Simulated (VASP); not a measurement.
A run of VASP 6.6.1:

The input INCAR:

```
PREC = Accurate ; ENCUT = 520
EDIFF = 1E-7 ; ISMEAR = 0
SIGMA = 0.15 ; LREAL = False
LASPH = True ; NELM = 60
ALGO = Normal ; ISIF = 2
LWAVE = False ; LCHARG = True
GGA = PE ; LELF = True
LVHAR = True ; NBANDS = 10
```

KPOINTS

```
Automatic mesh
0
Gamma
  10 10 10
```

POSCAR

```
Re
1.0
    0.0000000000      2.2600034914      1.4219941968
    2.2600034914      0.0000000000      1.4219941968
    2.2600034914      2.2600034914      0.0000000000
Re
1
Direct
    0.0000000000      0.0000000000      0.0000000000
```

Potentials or basis: VASP PAW PBE potentials, release 64 (Re).

Run with:

```sh
$ cat potpaw_PBE.64/Re/POTCAR > POTCAR
$ mpirun -np 1 vasp_std > vasp.out
```

Hardware: 1 thread of AMD EPYC 9R45 96-Core Processor (Zen 5) (shared host).

Problem. How long does it take, and how much memory?

Solution. It took 10 s on 1 thread of AMD EPYC 9R45 96-Core Processor (Zen 5), with other jobs on the host, peak memory 0.11 GiB. Counts: scf iterations 11, k points 102.
